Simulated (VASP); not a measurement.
H11C20Cl, 32 atoms in the cell. The cell holds a slab with vacuum, 32 atoms: a = 5.049 Å, b = 5.049 Å, c = 17.136 Å, α = 90.00°, β = 90.00°, γ = 90.00°. 

| Quantity | Value |
| --- | --- |
| Program | VASP 6.6.1 |
| Task | single point |
| Functional | LDA |
| Potentials or basis | VASP PAW LDA potentials, release 64 (H, C, Cl) |
| Cutoff | 520 eV |
| k mesh | 2 × 2 × 1 |
| Occupations | gaussian, width 0.05 eV |
| Spin | no spin polarisation |
| Dipole correction | no |
| Further INCAR settings | LREAL = Auto; ALGO = Normal; EDIFF = 1e-06; NBANDS = 71 |

Potentials or basis: VASP PAW LDA potentials, release 64 (H, C, Cl).

Command:

```sh
$ cat potpaw_LDA.64/H/POTCAR potpaw_LDA.64/C/POTCAR potpaw_LDA.64/Cl/POTCAR > POTCAR
$ mpirun -np 1 vasp_std > vasp.out
```

Hardware: 1 thread of Oxide Virtual Turin-like Processor, with other jobs on the host.

Q: Estimate the wall time of this run.

A: Run time: 6.6 min on 1 thread of Oxide Virtual Turin-like Processor (shared host), peak memory 0.36 GiB. Counts: scf iterations 25, k points 4.
